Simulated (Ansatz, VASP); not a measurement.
Ti: VASP beside Ansatz

The input INCAR:

```
SYSTEM = Ti
  ALGO = Fast
  EDIFF = 1E-7
  EDIFFG = -0.005
  ENCUT = 600
  GGA = PS
  IBRION = 2
  ISIF = 3
  ISMEAR = 0
  LASPH = .TRUE.
  LCHARG = .FALSE.
  LREAL = .FALSE.
  LWAVE = .FALSE.
  NELM = 100
  NSW = 70
  PREC = Accurate
  SIGMA = 0.1
```

The input KPOINTS:

```
k-points
0
G
  12 12 14
  0 0 0
```

Contents of POSCAR:

```
Ti
1.0
    4.5797920052      0.0000000000      0.0000000000
   -2.2898960026      3.9662162205      0.0000000000
    0.0000000000      0.0000000000      2.8314061317
Ti
3
Direct
    0.0000000000      0.0000000000      0.0000000000
    0.3333333333      0.6666666667      0.5000000000
    0.6666666667      0.3333333333      0.5000000000
```

Input for Ansatz:

```yaml
crystal:
  lattice:
    - [4.5797920052, 0.0, 0.0]
    - [-2.2898960026, 3.9662162205, 0.0]
    - [0.0, 0.0, 2.8314061317]
  atoms:
    - { symbol: Ti, position: [0.0, 0.0, 0.0] }
    - { symbol: Ti, position: [0.3333333333, 0.6666666667, 0.5] }
    - { symbol: Ti, position: [0.6666666667, 0.3333333333, 0.5] }
basis:
  ecutwfc: 420
kpoints:
  mp_grid: { grid: [12, 12, 14] }
hamiltonian:
  xc: pbesol
scf:
  occupations: { method: gaussian, width: 0.1 }
output:
  forces: true
  stress: true
  eigenvalues: true
relax:
  adjacent_minimum: "off"
  f_tol: 0.005
  max_steps: 50
  cell: { stress_tol: 0.05 }
```

Alike in both runs: task relaxation of cell and atoms; functional PBEsol; k mesh 12 × 12 × 14; occupations gaussian, width 0.1 eV; no spin polarisation.

|  | VASP | Ansatz |
| --- | --- | --- |
| version | VASP 6.6.1 | Ansatz 0.2.0 |
| potentials or method | VASP PAW PBE potentials, release 64 (Ti_sv), cutoff 600 eV | scalar-relativistic, plane waves, PAW |
| valence electrons in the cell | 36 | 36 |

```csv
,VASP,Ansatz,Ansatz less VASP
"gap on the k mesh at the Fermi level, each at its own relaxed structure (eV)",none,none,-
relaxed volume (Å³/atom),16.44,16.47,+0.034
relaxed cell length with the largest relative difference (Å),4.511,4.515,+0.0041
```

VASP's potentials were made for PBE, not for PBEsol. A gap of «none» marks a metal or a gap that the smearing closes.
